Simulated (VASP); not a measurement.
**Be2ZnSe3: single point with PBE**

Be2ZnSe3:

```
Be Zn Se
1.0
     2.79718   -4.69760    0.00000
     2.79718    4.69760    0.00000
     0.00000    0.00000    4.34029
Be Zn Se
2 1 3
Direct
  0.50000 0.00000 0.50000
  0.00000 0.50000 0.50000
  0.00000 0.00000 0.00000
  0.66109 0.33891 0.00000
  0.33891 0.66109 0.00000
  0.50000 0.50000 0.50000
```

The cell was built from a structure type or drawn by symmetry, and may not be a known phase.

```json
{
  "Program": "VASP 6.6.1",
  "Task": "single point",
  "Functional": "PBE",
  "Potentials or basis": "VASP PAW PBE potentials, release 64 (Be, Zn, Se)",
  "Cutoff": "520 eV",
  "k mesh": "4 × 4 × 4",
  "Occupations": "gaussian, width 0.1 eV",
  "Spin": "no spin polarisation"
}
```

```json
{"Pressure": "0.0 GPa", "Largest force": "1.363 eV/Å", "Band gap on the k mesh": "zero (bands 17 and 18 overlap by 0.79 eV)"}
```

Forces on the atoms (eV/Å):
```
Be   0.000  0.000  0.000
Be   0.000  0.000  0.000
Zn   0.000  0.000  0.000
Se   0.000 -1.363  0.000
Se   0.000  1.363  0.000
Se   0.000  0.000  0.000
```

Stress tensor (GPa, compression positive):
```
-2.03  0.00  0.00
 0.00  5.35  0.00
 0.00  0.00 -3.41
```

Levels at points of the mesh, in eV from the Fermi level:
| k point | band 14 | band 15 | band 16 | band 17 | band 18 | band 19 | band 20 | band 21 |
| --- | --- | --- | --- | --- | --- | --- | --- | --- |
| (0.00, 0.00, 0.00) | -2.68 | -2.38 | -2.29 | -0.32 | 0.14 | 0.35 | 2.39 | 2.57 |
| (0.50, 0.00, 0.00) | -2.23 | -1.92 | -0.79 | 0.02 | 0.18 | 0.41 | 1.56 | 2.63 |
| (0.50, 0.50, 0.00) | -2.80 | -1.59 | -1.35 | -1.23 | 1.36 | 1.59 | 2.19 | 3.13 |
| (0.00, 0.00, 0.50) | -2.41 | -1.82 | -1.61 | -0.45 | -0.41 | 0.75 | 1.46 | 3.47 |
| (0.50, 0.00, 0.50) | -2.31 | -0.51 | 0.06 | 0.22 | 0.61 | 1.53 | 2.95 | 3.36 |
| (0.50, 0.50, 0.50) | -1.91 | -1.07 | -0.51 | -0.29 | 0.06 | 2.17 | 2.22 | 2.32 |

It took 110 s on 1 thread of Intel(R) Xeon(R) Platinum 8259CL CPU @ 2.50GHz (Skylake/Cascade Lake), on a shared host, peak memory 0.25 GiB.

Caveat: the k points lie up to 0.36 Å⁻¹ apart, too coarse for converged energies and pressures of a metal; semilocal functionals underestimate gaps, so a narrow gap can read as zero; forces of over 1 eV/Å act on the atoms, so gaps and moduli don't describe the material at rest.
